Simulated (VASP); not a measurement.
Wanted: the native input for a VASP 6.6.1 run.

```yaml
Task: single point
Functional: r2SCAN
Potentials_or_basis: VASP PAW PBE potentials, release 64 (Ge_d)
Cutoff: 520 eV
k_mesh: 10 × 10 × 6
Occupations: fermi-dirac, width 0.05 eV
Spin: no spin polarisation
Dipole_correction: no
Further_INCAR_settings: ALGO = Normal; EDIFF = 1e-07; NBANDS = 21
```

Ge:

```xyz
2
Lattice="1.4881 -2.5947 0.0000 1.4881 2.5947 0.0000 0.0000 0.0000 4.7276" Properties=species:S:1:pos:R:3 pbc="T T T"
Ge    1.4881    0.8643    1.1819
Ge    1.4881   -0.8643    3.5457
```

The input as run:

POSCAR

```
Ge
1.0
    1.4880529250     -2.5946896100      0.0000000000
    1.4880529250      2.5946896100      0.0000000000
    0.0000000000      0.0000000000      4.7275957900
Ge
2
Direct
    0.3334466300      0.6665533700      0.2500000000
    0.6665533700      0.3334466300      0.7500000000
```

INCAR.step1

```
PREC = Accurate
ENCUT = 520
ISMEAR = -1
SIGMA = 0.05
LREAL = False
LASPH = True
NELM = 60
NBANDS = 21
GGA = PE
ALGO = Normal
EDIFF = 1E-4
LWAVE = True
LCHARG = False
```

INCAR.step2

```
PREC = Accurate
ENCUT = 520
EDIFF = 1E-7
ISMEAR = -1
SIGMA = 0.05
LREAL = False
LASPH = True
NELM = 60
ALGO = Normal
ISIF = 2
LWAVE = False
LCHARG = False
METAGGA = R2SCAN
LMIXTAU = True
NBANDS = 21
ISTART = 1
```

KPOINTS

```
Automatic mesh
0
Gamma
  10 10 6
```

Potentials or basis: VASP PAW PBE potentials, release 64 (Ge_d).

The run is started by

```bash
$ cat potpaw_PBE.64/Ge_d/POTCAR > POTCAR
$ cp INCAR.step1 INCAR
$ mpirun -np 1 vasp_std > vasp.out
$ cp INCAR.step2 INCAR
$ mpirun -np 1 vasp_std > vasp.out
```

Results of the run:

- Pressure: 1.9 GPa
- Band gap on the k mesh: zero (band 14 reaches 14.07 eV, above the bottom of band 15 at 4.59 eV)

Caveat: the PAW data sets were made with another functional, which shifts forces and pressure a little.

Wall time 93 s on 1 thread of Intel(R) Xeon(R) 6975P-C (Granite Rapids), on a shared host, peak memory 0.21 GiB.
